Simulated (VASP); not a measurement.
Wanted: the native input for a VASP 6.6.1 run.

```yaml
Task: single point
Functional: PBE
Potentials_or_basis: VASP PAW PBE potentials, release 64 (Ag)
Cutoff: 520 eV
k_mesh: 18 × 18 × 18
Occupations: fermi-dirac, width 0.15 eV
Spin: no spin polarisation
Dipole_correction: no
Further_INCAR_settings: ALGO = Fast; EDIFF = 1e-06; NBANDS = 24
```

The structure of Ag lies in POSCAR:

```
Ag
1.0
    1.4316556587      0.8265667799      7.0285487556
   -1.4316556587      0.8265667799      7.0285487556
    0.0000000000     -1.6531335599      7.0285487556
Ag
3
Direct
    0.0000000000      0.0000000000      0.0000000000
    0.7776974053      0.7776974053      0.7776974053
    0.2223025947      0.2223025947      0.2223025947
```

The input as run:

INCAR

```
SYSTEM = Ag
ALGO = Fast ; EDIFF = 1E-6
ENCUT = 520 ; GGA = PE
ISIF = 2 ; ISMEAR = -1
LASPH = .True. ; LCHARG = .False.
LREAL = .False. ; LWAVE = .False.
NBANDS = 24 ; NELM = 80
PREC = Accurate ; SIGMA = 0.15
```

KPOINTS

```
k-points
0
Gamma
  18 18 18
  0 0 0
```

Potentials or basis: VASP PAW PBE potentials, release 64 (Ag).

Launch:

```console
$ cat potpaw_PBE.64/Ag/POTCAR > POTCAR
$ mpirun -np 1 vasp_std > vasp.out
```

Results of the run:

```
Pressure               : 7.8 GPa
Band gap on the k mesh : zero (an odd number of electrons rules out a gap without spin polarisation)
```

Caveat: the cell stands under pressure.

Run time: 23 min on 1 thread of Intel(R) Xeon(R) 6975P-C (Granite Rapids) (shared host), peak memory 0.79 GiB.
